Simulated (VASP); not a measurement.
# Zn2H3: single point with PBE

Crystal: Zn2H3.

```
Zn H
1.0
     1.50238    0.86740    6.60781
    -1.50238    0.86740    6.60781
     0.00000   -1.73480    6.60781
Zn H
2 3
Direct
  0.40133 0.40133 0.40133
  0.59867 0.59867 0.59867
  0.00000 0.00000 0.00000
  0.23190 0.23190 0.23190
  0.76810 0.76810 0.76810
```

| Property | Result |
| --- | --- |
| Program | VASP 6.6.1 |
| Task | single point |
| Functional | PBE |
| Potentials or basis | VASP PAW PBE potentials, release 64 (Zn, H) |
| Cutoff | 520 eV |
| k mesh | 6 × 6 × 6 |
| Occupations | gaussian, width 0.1 eV |
| Spin | no spin polarisation |

```
Pressure               : 0.1 GPa
Largest force          : 0.009 eV/Å
Band gap on the k mesh : zero (an odd number of electrons rules out a gap without spin polarisation)
```

Forces in eV/Å, atoms in the order of the input:
```
Zn   0.000  0.000 -0.009
Zn   0.000  0.000  0.009
H    0.000  0.000  0.000
H    0.000  0.000 -0.006
H    0.000  0.000  0.006
```

Levels at points of the mesh, in eV from the Fermi level:
| k point | band 10 | band 11 | band 12 | band 13 | band 14 | band 15 | band 16 | band 17 |
| --- | --- | --- | --- | --- | --- | --- | --- | --- |
| (0.00, 0.00, 0.00) | -7.15 | -7.15 | -6.60 | -5.57 | 3.71 | 5.02 | 9.92 | 10.45 |
| (0.50, 0.00, 0.00) | -7.02 | -5.96 | -4.64 | -2.75 | -1.22 | 1.24 | 1.87 | 7.05 |
| (0.50, 0.50, 0.00) | -7.02 | -5.76 | -4.80 | -3.01 | -1.23 | 1.51 | 2.50 | 6.53 |
| (0.50, 0.50, 0.50) | -7.15 | -7.15 | -7.15 | -4.28 | 1.24 | 7.96 | 8.32 | 10.12 |

Run time: 2 min on 1 thread of AMD EPYC 9R45 96-Core Processor (Zen 5), on a shared host, peak memory 0.32 GiB.

Caveat: the k points lie up to 0.41 Å⁻¹ apart, too coarse for converged energies and pressures of a metal.
